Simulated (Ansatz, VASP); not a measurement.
# Two plane-wave programs on Li3OF

```
F O Li
1.0
     3.67819    0.00000    0.00000
     0.00000    3.67819    0.00000
     0.00000    0.00000    3.67819
F O Li
1 1 3
Direct
  0.00000 0.00000 0.00000
  0.50000 0.50000 0.50000
  0.50000 0.50000 0.00000
  0.50000 0.00000 0.50000
  0.00000 0.50000 0.50000
```

Alike in both runs: task single point; functional r2SCAN; k mesh 6 × 6 × 6; no spin polarisation.

|  | VASP | Ansatz |
| --- | --- | --- |
| version | VASP 6.6.1 | Ansatz 0.2.0 |
| potentials or method | VASP PAW PBE potentials, release 64 (F, O, Li_sv) | plane waves, PAW |
| plane-wave cutoff (eV) | 520 | 500 |
| occupations | gaussian, width 0.01 eV | fixed |
| valence electrons in the cell | 22 | 22 |

```csv
,VASP,Ansatz,Ansatz less VASP
gap on the k mesh at the Fermi level (eV),5.46,5.45,-0.012
```

VASP's potentials were made for PBE, not for r2SCAN.

Noted on VASP's run: the cutoff is short for stress, so the pressure is rough.
